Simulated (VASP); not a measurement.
Here is a VASP 6.6.1 calculation.

INCAR

```
SYSTEM = Al
ALGO = Normal ; EDIFF = 1E-6
ENCUT = 520 ; GGA = PS
ISIF = 2 ; ISMEAR = 0
IVDW = 12 ; LASPH = .TRUE.
LCHARG = .FALSE. ; LREAL = .FALSE.
LWAVE = .FALSE. ; NBANDS = 14
NELM = 60 ; PREC = Accurate
SIGMA = 0.15
```

The input KPOINTS:

```
k-points
0
G
  18 18 6
  0 0 0
```

The input POSCAR:

```
Al
1.0
    2.9968000000      0.0000000000      0.0000000000
   -1.4984000000      2.5953049301      0.0000000000
    0.0000000000      0.0000000000      7.8684000000
Al
4
Direct
    0.0000000000      0.0000000000      0.0000000000
    0.3333333333      0.6666666667      0.2500000000
    0.0000000000      0.0000000000      0.5000000000
    0.6666666667      0.3333333333      0.7500000000
```

Potentials or basis: VASP PAW PBE potentials, release 64 (Al).

Run with:

```sh
$ cat potpaw_PBE.64/Al/POTCAR > POTCAR
$ mpirun -np 1 vasp_std > vasp.out
```

Problem. Predict the pressure.

Solution. 7.5 GPa.

Problem. Predict the band gap on the k mesh.

Solution. Zero (bands 6 and 7 overlap by 9.90 eV).

Problem. What does it give for the dispersion energy per atom?

Solution. -0.343 eV.

Stress tensor (GPa, compression positive):
```
 1.01  0.00  0.00
 0.00  1.01  0.00
 0.00  0.00 20.46
```

Caveat: the cell stands under pressure; the PAW data sets were made with another functional, which shifts forces and pressure a little.
